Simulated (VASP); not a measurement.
# SrO (I4mm) in VASP: a series of runs

The runs below take SrO through single point, with LDA.

Program: VASP 6.6.1. These are calculated values, not measurements. Logs are shortened: lines on timing, memory, paths and dates and some standing lists are left out, and cuts for length are marked.

### 1 The cell of the first run

The structure is tetragonal, space group I4mm (No. 107). The conventional cell has a = 3.634 Å, b = 3.634 Å, c = 5.140 Å, α = 90.00°, β = 90.00°, γ = 90.00°. Sr (site symmetry 4mm) has 6 O at 2.47 to 2.67 Å within 3.3 Å. O (site symmetry 4mm) has 6 Sr at 2.47 to 2.67 Å within 3.3 Å.

### 2 Single point, LDA

Input file INCAR:

```
PREC     = Accurate       # precision mode
ENCUT    = 520            # plane-wave cutoff, eV
EDIFF    = 1E-6           # SCF threshold, eV
ISMEAR   = 0              # smearing method
SIGMA    = 0.05           # smearing width, eV
LREAL    = False          # projectors in reciprocal space
LASPH    = True           # aspherical terms in the spheres
NELM     = 60             # most SCF steps
ALGO     = Normal         # electronic algorithm
ISIF     = 2              # what is computed and relaxed
LWAVE    = False          # write WAVECAR
LCHARG   = True           # write CHGCAR
LELF     = True           # ELF
LVHAR    = True         
NBANDS   = 15             # bands
```

Input file KPOINTS:

```
regular mesh
0
Gamma
  8 8 8
```

Input file POSCAR:

```
SrO
1.0
    0.0000000000      2.5698000000      2.5698000000
    2.5698000000      0.0000000000      2.5698000000
    2.5698000000      2.5698000000      0.0000000000
Sr O
1 1
Direct
    0.0194567671      0.0194567671     -0.0194567671
    0.5000000000      0.5000000000      0.5000000000
```

Potentials or basis: VASP PAW LDA potentials, release 64 (Sr_sv, O).

On the command line:

```
$ cat potpaw_LDA.64/Sr_sv/POTCAR potpaw_LDA.64/O/POTCAR > POTCAR
$ mpirun -np 1 vasp_std > vasp.out
```

OUTCAR:

```text
PREC = Accurate
   ENCUT = 520
   EDIFF = 1E-6
   ISMEAR = 0
   LREAL = False
   LASPH = True
   NELM = 60
   ISIF = 2

 ion  position               nearest neighbor table
   1  0.019  0.019  0.981-   2 2.47   2 2.57   2 2.57   2 2.57   2 2.57   2 2.67
   2  0.500  0.500  0.500-   1 2.47   1 2.57   1 2.57   1 2.57   1 2.57   1 2.67

  LATTYP: Found a face centered cubic cell.
 ALAT       =     5.1396000000

  Lattice vectors:

 A1 = (   0.0000000000,   2.5698000000,   2.5698000000)
 A2 = (   2.5698000000,   0.0000000000,   2.5698000000)
 A3 = (   2.5698000000,   2.5698000000,   0.0000000000)

Analysis of symmetry for initial positions (statically):
=====================================================================
 Subroutine PRICEL returns:
 Original cell was already a primitive cell.

 Routine SETGRP: Setting up the symmetry group for a
 face centered cubic supercell.

 Subroutine GETGRP returns: Found  8 space group operations
 (whereof  8 operations were pure point group operations)
 out of a pool of 48 trial point group operations.

The static configuration has the point symmetry C_4v.

Analysis of symmetry for dynamics (positions and initial velocities):
=====================================================================
 Subroutine PRICEL returns:
 Original cell was already a primitive cell.

 Routine SETGRP: Setting up the symmetry group for a
 face centered cubic supercell.

 Subroutine GETGRP returns: Found  8 space group operations
 (whereof  8 operations were pure point group operations)
 out of a pool of 48 trial point group operations.

The dynamic configuration has the point symmetry C_4v.

 Subroutine INISYM returns: Found  8 space group operations
 (whereof  8 operations are pure point group operations),
 and found     1 'primitive' translations

----------------------------------------------------------------------------------------

                                     Primitive cell

  volume of cell :      33.9413

  direct lattice vectors                    reciprocal lattice vectors
     0.000000000  2.569800000  2.569800000    -0.194567671  0.194567671  0.194567671
     2.569800000  0.000000000  2.569800000     0.194567671 -0.194567671  0.194567671
     2.569800000  2.569800000  0.000000000     0.194567671  0.194567671 -0.194567671

  length of vectors
     3.634246013  3.634246013  3.634246013     0.337001091  0.337001091  0.337001091

  position of ions in fractional coordinates (direct lattice)
     0.019456767  0.019456767  0.980543233
     0.500000000  0.500000000  0.500000000

  ion indices of the primitive-cell ions
   primitive index   ion index
                 1           1
                 2           2

----------------------------------------------------------------------------------------

 KPOINTS: regular mesh

Automatic generation of k-mesh.
 Grid dimensions read from file:
 generate k-points for:    8    8    8

 Generating k-lattice:

  Cartesian coordinates                     Fractional coordinates (reciprocal lattice)
    -0.024320959  0.024320959  0.024320959     0.125000000  0.000000000  0.000000000
     0.024320959 -0.024320959  0.024320959     0.000000000  0.125000000  0.000000000
     0.024320959  0.024320959 -0.024320959     0.000000000  0.000000000  0.125000000

  Length of vectors
     0.042125136  0.042125136  0.042125136

  Shift w.r.t. Gamma in fractional coordinates (k-lattice)
     0.000000000  0.000000000  0.000000000

 Subroutine IBZKPT returns following result:
 ===========================================

 Found     59 irreducible k-points:

 Following reciprocal coordinates:
            Coordinates               Weight
  0.000000  0.000000  0.000000      1.000000
  0.125000  0.000000  0.000000      8.000000
  0.250000  0.000000  0.000000      8.000000
  0.375000  0.000000  0.000000      8.000000
  0.500000  0.000000  0.000000      4.000000
  0.125000  0.125000  0.000000      2.000000
[... 16 lines left out ...]
  0.000000  0.375000  0.250000     16.000000
  0.500000  0.250000  0.000000      8.000000
 [... further k-points ...]
   k-points           NKPTS =     59   k-points in BZ     NKDIM =     59   number of bands    NBANDS=     15
   number of dos      NEDOS =    301   number of ions     NIONS =      2
   total plane-waves  NPLWV =  21952
   dimension x,y,z NGX =    28 NGY =   28 NGZ =   28
   dimension x,y,z NGXF=    56 NGYF=   56 NGZF=   56
   ions per type =               1   1
   NGX,Y,Z   is equivalent  to a cutoff of  12.81, 12.81, 12.81 a.u.
   NGXF,Y,Z  is equivalent  to a cutoff of  25.62, 25.62, 25.62 a.u.
 SYSTEM =  unknown system
   PREC   = accura    normal or accurate (medium, high low for compatibility)
   ISTART =      0    job   : 0-new  1-cont  2-samecut
   ICHARG =      2    charge: 1-file 2-atom 10-const
   ISPIN  =      1    spin polarized calculation?
   LNONCOLLINEAR =      F non collinear calculations
   LSORBIT =      F    spin-orbit coupling
   LASPH  =      T    aspherical Exc in radial PAW
   ENCUT  =  520.0 eV  38.22 Ry    6.18 a.u.   6.76  6.76  6.76*2*pi/ulx,y,z
   NELM   =     60;   NELMIN=  2; NELMDL= -5     # of ELM steps
   EDIFF  = 0.1E-05   stopping-criterion for ELM
   LREAL  =      F    real-space projection
   EDIFFG = 0.1E-04   stopping-criterion for IOM
   NSW    =      0    number of steps for IOM
   IBRION =     -1    ionic relax: 0-MD 1-quasi-New 2-CG
   NFREE  =      0    steps in history (QN), initial steepest desc. (CG)
   ISIF   =      2    stress and relaxation
   ISYM   =      2    0-nonsym 1-usesym 2-fastsym
   POTIM  = 0.5000    time-step for ionic-motion
   TEBEG  =    0.0;   TEEND  =   0.0 temperature during run
   PSTRESS=    0.0 pullay stress
   NELECT =      16.0000    total number of electrons
   NUPDOWN=      -1.0000    fix difference up-down
   EMIN   =  10.00;   EMAX   =-10.00  energy-range for DOS
   EFERMI =   0.00;   METHOD = LEGACY
   ISMEAR =     0;   SIGMA  =   0.05  broadening in eV -4-tet -1-fermi 0-gaus
   EFERMI_NEDOS =   21; number of points for ismear=-14 and -15
   IALGO  =     38    algorithm
   IMIX   =      4    mixing-type and parameters
     AMIX     =   0.40;   BMIX     =  1.00
     AMIX_MAG =   1.60;   BMIX_MAG =  1.00
  volume/ion in A,a.u.               =      16.97       114.52
  Fermi-wavevector in a.u.,A,eV,Ry     =   1.274106  2.407711 22.086959  1.623346
  Thomas-Fermi vector in A             =   2.406892
   LORBIT       =      0    0 simple, 1 ext, 2 COOP (PROOUT), +10 PAW based schemes
   GGA     = CA    functional components
   LHFCALC =     F    Hartree Fock is set to
   AEXX    =    0.0000 exact exchange contribution
   IVDW    =     0    specifies the selected vdW correction
   LEPSILON=     F    determine dielectric tensor
   LRPA    =     F    only Hartree local field effects (RPA)
 non-spin polarized calculation
 Gauss-broadening in eV      SIGMA  =   0.05
  energy-cutoff  :      520.00
  volume of cell :       33.94
 maximum number of plane-waves:       941
   NGX = 13   NGY = 13   NGZ = 13

 number of electron      15.9999997 magnetization

 Free energy of the ion-electron system (eV)
  ---------------------------------------------------
  ext. energy  EPLUGINS =         0.00000000
  ---------------------------------------------------
  free energy    TOTEN  =       -13.36471532 eV

  energy without entropy =      -13.36471532  energy(sigma->0) =      -13.36471532

 E-fermi :   1.5687     XC(G=0): -10.5317

 val. band max:        1.3256851457   @ k =   0.0000   0.0000   0.0000
 cond. band min:       4.4490618163   @ k =   0.5000   0.5000   0.0000
 fundamental gap:      3.1233766706
 Fermi energy:         1.5686974152

 k-point     1 :       0.0000    0.0000    0.0000
  band No.  band energies     occupation
      1     -30.7233      2.00000
      2     -13.4492      2.00000
      3     -12.4480      2.00000
      4     -12.4480      2.00000
      5     -12.4202      2.00000
      6       1.3180      2.00000
      7       1.3180      2.00000
      8       1.3257      2.00000
      9       5.1518      0.00000
     10       7.4615      0.00000
     11       7.5011      0.00000
     12       7.5011      0.00000
     13       9.6878      0.00000
     14       9.7499      0.00000
     15      13.7887      0.00000

 k-point     2 :       0.1250    0.0000    0.0000
  band No.  band energies     occupation
      1     -30.7022      2.00000
      2     -13.8463      2.00000
      3     -12.4683      2.00000
      4     -12.4611      2.00000
      5     -12.0661      2.00000
      6       0.8377      2.00000
      7       1.1224      2.00000
      8       1.1462      2.00000
      9       5.8572      0.00000
     10       7.3063      0.00000
     11       7.7878      0.00000
     12       7.7981      0.00000
     13      10.1078      0.00000
     14      10.1698      0.00000
     15      14.8131      0.00000

 k-point     3 :       0.2500    0.0000    0.0000
  band No.  band energies     occupation
      1     -30.6508      2.00000
      2     -14.4499      2.00000
      3     -12.4981      2.00000
      4     -12.4922      2.00000
      5     -11.5862      2.00000
      6       0.0027      2.00000
      7       0.6984      2.00000
      8       0.7177      2.00000
      9       7.1676      0.00000
     10       7.4545      0.00000
     11       8.6172      0.00000
     12       8.6235      0.00000
     13      11.1431      0.00000
     14      11.2019      0.00000
     15      16.8838      0.00000
[... 343 lines left out ...]
 k-point    23 :       0.0000    0.3750    0.2500
  band No.  band energies     occupation
      1     -30.5874      2.00000
      2     -14.3791      2.00000
      3     -12.7525      2.00000
      4     -12.7021      2.00000
      5     -11.9044      2.00000
      6       0.0522      2.00000
      7       0.8866      2.00000
      8       1.0566      2.00000
      9       5.5400      0.00000
     10       8.1367      0.00000
     11      10.3747      0.00000
     12      10.6616      0.00000
     13      11.3728      0.00000
     14      12.2387      0.00000
     15      17.2136      0.00000

 k-point    24 :       0.5000    0.2500    0.0000
  band No.  band energies     occupation
      1     -30.5554      2.00000
      2     -14.5644      2.00000
      3     -12.9213      2.00000
      4     -12.6892      2.00000
      5     -11.7612      2.00000
      6       0.0937      2.00000
      7       0.5981      2.00000
      8       0.7116      2.00000
      9       6.2260      0.00000
     10       8.7966      0.00000
     11      10.4819      0.00000
     12      11.0168      0.00000
     13      12.4582      0.00000
     14      13.6684      0.00000
     15      14.9438      0.00000

 [... further k-points ...]
[... 5 lines left out ...]
  --------------------------------------------------------------------------------------
  -------------------------------------------------------------------------------------
  Total       -0.7634396     -0.7634396     -0.5206688      0.0000000      0.0000000      0.0000000
  in kB      -36.0377210    -36.0377210    -24.5778674      0.0000000      0.0000000      0.0000000
  external PRESSURE =     -32.2177698 kB  Pullay stress =       0.0000000 kB

 VOLUME and BASIS-vectors are now :
 -----------------------------------------------------------------------------
  energy-cutoff  :      520.00
  volume of cell :       33.94
      direct lattice vectors                 reciprocal lattice vectors
     0.000000000  2.569800000  2.569800000    -0.194567671  0.194567671  0.194567671
     2.569800000  0.000000000  2.569800000     0.194567671 -0.194567671  0.194567671
     2.569800000  2.569800000  0.000000000     0.194567671  0.194567671 -0.194567671

 POSITION                                       TOTAL-FORCE (eV/Angst)
 -----------------------------------------------------------------------------------
      2.56980      2.56980      0.10000         0.000000      0.000000     -0.211649
      2.56980      2.56980      2.56980         0.000000      0.000000      0.211649
 -----------------------------------------------------------------------------------
    total drift:                                0.000000      0.000000     -0.000017

  FREE ENERGIE OF THE ION-ELECTRON SYSTEM (eV)
  ---------------------------------------------------
  free  energy   TOTEN  =       -13.3647153225 eV

  energy  without entropy=      -13.3647153225  energy(sigma->0) =      -13.36471532
```

Wall time 16 s (1 thread of Intel Xeon Platinum 8559C (Emerald Rapids), shared host); peak memory 0.15 GiB.

Results:

- Free energy: -13.3647 eV
- Pressure: -3.2 GPa
- Largest force: 0.212 eV/Å
- Band gap on the k mesh: 3.12 eV, indirect (least direct gap 3.19 eV)

Forces on the atoms (eV/Å):
```
Sr   0.000  0.000 -0.212
O    0.000  0.000  0.212
```

Caveat: the cell differs from its parent crystal (all Sr atoms moved -0.100 Å, as atom 1 towards its neighbour atom 2 (O) at 2.570 Å). A k mesh can miss the band edges.

### 3 Single point, LDA

Input file INCAR:

```
SYSTEM = SrO
PREC = Accurate
ENCUT = 520
EDIFF = 1E-7
ISMEAR = 0
SIGMA = 0.05
LREAL = .False.
LASPH = .True.
NELM = 80
ALGO = Normal
ISIF = 2
LWAVE = .False.
LCHARG = .False.
NBANDS = 15
```

Input file KPOINTS:

```
regular mesh
0
Gamma
  8 8 8
  0 0 0
```

Changes to POSCAR since step 2:

```diff
@@ -8,3 +8,3 @@
 Direct
-    0.0194567671      0.0194567671     -0.0194567671
+   -0.0145925753     -0.0145925753      0.0145925753
     0.5000000000      0.5000000000      0.5000000000
```

Potentials or basis: VASP PAW LDA potentials, release 64 (Sr_sv, O).

On the command line:

```
$ cat potpaw_LDA.64/Sr_sv/POTCAR potpaw_LDA.64/O/POTCAR > POTCAR
$ mpirun -np 1 vasp_std > vasp.out
```

It took 15 s on 1 thread of Intel Xeon Platinum 8559C (Emerald Rapids), shared host; peak memory 0.16 GiB.

It converged, with:

- Free energy: -13.3693 eV
- Pressure: -3.3 GPa
- Largest force: 0.152 eV/Å
- Band gap on the k mesh: 3.11 eV, indirect (least direct gap 3.19 eV)

Forces in eV/Å, atoms in the order of the input:
```
Sr   0.000  0.000  0.152
O    0.000  0.000 -0.152
```

Stress tensor (GPa, compression positive):
```
-3.56  0.00  0.00
 0.00 -3.56  0.00
 0.00  0.00 -2.91
```

Levels at points of the mesh, in eV from the valence-band top:
```tsv
k point	band 6	band 7	band 8	band 9	band 10	band 11
(0.00, 0.00, 0.00)	0.00	0.00	0.00	3.82	6.12	6.15
(0.50, 0.00, 0.00)	-2.23	-1.15	-1.15	6.46	8.25	8.83
(0.50, 0.50, 0.00)	-0.40	-0.07	-0.07	3.11	7.75	10.15
(0.00, 0.50, 0.50)	-0.42	-0.11	-0.07	3.16	7.76	10.20
```

Caveat: the cell differs from its parent crystal (all Sr atoms moved +0.075 Å, as atom 1 towards its neighbour atom 2 (O) at 2.570 Å). A k mesh can miss the band edges.

### 4 Single point, LDA

Input file INCAR:

```
SYSTEM = SrO
  PREC = Accurate
  ENCUT = 520
  EDIFF = 1E-6
  ISMEAR = 0
  SIGMA = 0.05
  LREAL = .FALSE.
  LASPH = .TRUE.
  NELM = 100
  ALGO = Normal
  ISIF = 2
  LWAVE = .FALSE.
  LCHARG = .TRUE.
  GGA = CA
  LELF = .TRUE.
  LVHAR = .TRUE.
  NBANDS = 15
```

Input file KPOINTS:

```
regular mesh
0
G
  8 8 8
  0 0 0
```

Changes to POSCAR since step 3:

```diff
@@ -8,3 +8,3 @@
 Direct
-   -0.0145925753     -0.0145925753      0.0145925753
+    0.0097283835      0.0097283835     -0.0097283835
     0.5000000000      0.5000000000      0.5000000000
```

On the command line:

```
$ cat potpaw_LDA.64/Sr_sv/POTCAR potpaw_LDA.64/O/POTCAR > POTCAR
$ mpirun -np 1 vasp_std > vasp.out
```

It took 18 s on 1 thread of Intel Xeon Platinum 8559C (Emerald Rapids), shared host; peak memory 0.16 GiB.

Results (log left out):

```
Free energy            : -13.3724 eV
Pressure               : -3.4 GPa
Largest force          : 0.099 eV/Å
Band gap on the k mesh : 3.10 eV, indirect (least direct gap 3.18 eV)
```

Forces in eV/Å, atoms in the order of the input:
```
Sr   0.000  0.000 -0.099
O    0.000  0.000  0.099
```

Stress tensor (GPa, compression positive):
```
-3.52  0.00  0.00
 0.00 -3.52  0.00
 0.00  0.00 -3.24
```

Levels at points of the mesh, in eV from the valence-band top:
| k point | band 5 | band 6 | band 7 | band 8 | band 9 | band 10 | band 11 | band 12 |
| --- | --- | --- | --- | --- | --- | --- | --- | --- |
| (0.00, 0.00, 0.00) | -13.79 | 0.00 | 0.00 | 0.00 | 3.81 | 6.11 | 6.12 | 6.12 |
| (0.50, 0.00, 0.00) | -12.50 | -2.24 | -1.16 | -1.16 | 6.46 | 8.26 | 8.82 | 8.83 |
| (0.50, 0.50, 0.00) | -14.18 | -0.41 | -0.08 | -0.08 | 3.10 | 7.76 | 10.17 | 10.20 |
| (0.00, 0.50, 0.50) | -14.16 | -0.42 | -0.09 | -0.08 | 3.13 | 7.76 | 10.20 | 10.21 |

Caveat: the cell differs from its parent crystal (all Sr atoms moved -0.050 Å, as atom 1 towards its neighbour atom 2 (O) at 2.570 Å).

[end of part 1 of 2]
